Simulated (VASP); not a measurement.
GaN:

```
Ga N
1.0
     0.00000    2.13650    2.13650
     2.13650    0.00000    2.13650
     2.13650    2.13650    0.00000
Ga N
1 1
Direct
  0.00000 0.00000 0.00000
  0.25000 0.25000 0.25000
```

This cell differs from its parent crystal: strain -5.0%.

Base run:

- Program: VASP 6.6.1
- Functional: r2SCAN
- Potentials or basis: VASP PAW PBE potentials, release 64 (Ga_d, N)
- Cutoff: 520 eV
- k mesh: 10 × 10 × 10
- Occupations: gaussian, width 0.01 eV
- Spin: no spin polarisation

Its results: band gap on the k mesh 3.18 eV, direct; pressure 44.0 GPa.

**Question.** The run is repeated on the same cell with these changes: functional from r2SCAN to PBE; occupations from gaussian, width 0.01 eV to fermi-dirac, width 0.02 eV. What comes out?

**Answer.** Band gap on the k mesh 2.75 eV, direct; pressure 48.3 GPa.

Caveats: the PAW data sets were made with another functional, which shifts forces and pressure a little (some runs).

